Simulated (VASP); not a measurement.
Wanted: the native input for a VASP 6.6.1 run.

```yaml
Task: single point
Functional: PBEsol
Potentials_or_basis: VASP PAW PBE potentials, release 64 (Fe, Si)
Cutoff: 520 eV
k_mesh: 16 × 16 × 16
Occupations: gaussian, width 0.05 eV
Spin: no spin polarisation
Dipole_correction: no
Further_INCAR_settings: ALGO = Normal; EDIFF = 1e-06; NBANDS = 13
```

The structure of FeSi lies in POSCAR:

```
FeSi
1.0
    2.6951191537      0.0000000000      0.0000000000
    0.0000000000      2.6951191537      0.0000000000
    0.0000000000      0.0000000000      2.6951191537
Fe Si
1 1
Direct
    0.0000000000      0.0000000000      0.0000000000
    0.5000000000      0.5000000000      0.5000000000
```

This cell differs from its parent crystal: volume scaled by 0.960.

One way to write it, as run:

INCAR

```
ALGO = Normal
EDIFF = 1E-6
ENCUT = 520
GGA = PS
ISIF = 2
ISMEAR = 0
LASPH = T
LCHARG = F
LREAL = F
LWAVE = F
NBANDS = 13
NELM = 80
PREC = Accurate
SIGMA = 0.05
```

KPOINTS

```
k-points
0
Gamma
  16 16 16
```

Potentials or basis: VASP PAW PBE potentials, release 64 (Fe, Si).

Launch:

```sh
$ cat potpaw_PBE.64/Fe/POTCAR potpaw_PBE.64/Si/POTCAR > POTCAR
$ mpirun -np 1 vasp_std > vasp.out
```

It gave:

The pressure is 12.0 GPa and the band gap on the k mesh is zero (band 6 reaches 12.10 eV, above the bottom of band 7 at 11.98 eV).

Caveat: the PAW data sets were made with another functional, which shifts forces and pressure a little.

Run time: 12 s on 1 thread of Intel(R) Xeon(R) 6975P-C (Granite Rapids), with other jobs on the host, peak memory 0.16 GiB.
